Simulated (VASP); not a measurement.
TiPt3:

```
CELL_PARAMETERS angstrom
3.90978 0.00000 0.00000
0.00000 3.90978 0.00000
0.00000 0.00000 3.90978
ATOMIC_POSITIONS crystal
Ti 0.00000 0.00000 0.00000
Pt 0.00000 0.50000 0.50000
Pt 0.50000 0.00000 0.50000
Pt 0.50000 0.50000 0.00000
```

```yaml
Program: VASP 6.6.1
Task: relaxation of cell and atoms
Functional: PBE
Potentials_or_basis: VASP PAW PBE potentials, release 64 (Ti_sv, Pt)
Cutoff: 600 eV
k_mesh: 5 × 5 × 5
Occupations: fermi-dirac, width 0.1 eV
Spin: no spin polarisation
```

At the start: pressure 7.0 GPa; volume 14.94 Å³/atom.

Task: How do energy, volume and symmetry change on relaxing?

Result: Over 4 steps the energy falls by 8.9 meV/atom and the volume is 15.36 Å³/atom (+2.8 %); space group Pm-3m (No. 221, to 0.05 Å).

Step by step:
| step | energy change (eV) | largest force (eV/Å) | pressure (GPa) | volume (Å³) |
| --- | --- | --- | --- | --- |
| 1 | 0.0000 | 0.0000 | 7.03 | 59.77 |
| 2 | 0.1474 | 0.0000 | -13.13 | 65.62 |
| 3 | -0.0358 | 0.0000 | -0.19 | 61.49 |
| 4 | -0.0358 | 0.0000 | 0.02 | 61.44 |

Final structure:
```
Ti Pt
1.0
     3.94592    0.00000    0.00000
     0.00000    3.94592    0.00000
     0.00000    0.00000    3.94593
Ti Pt
1 3
Direct
  0.00000 0.00000 0.00000
  0.00000 0.50000 0.50000
  0.50000 0.00000 0.50000
  0.50000 0.50000 0.00000
```
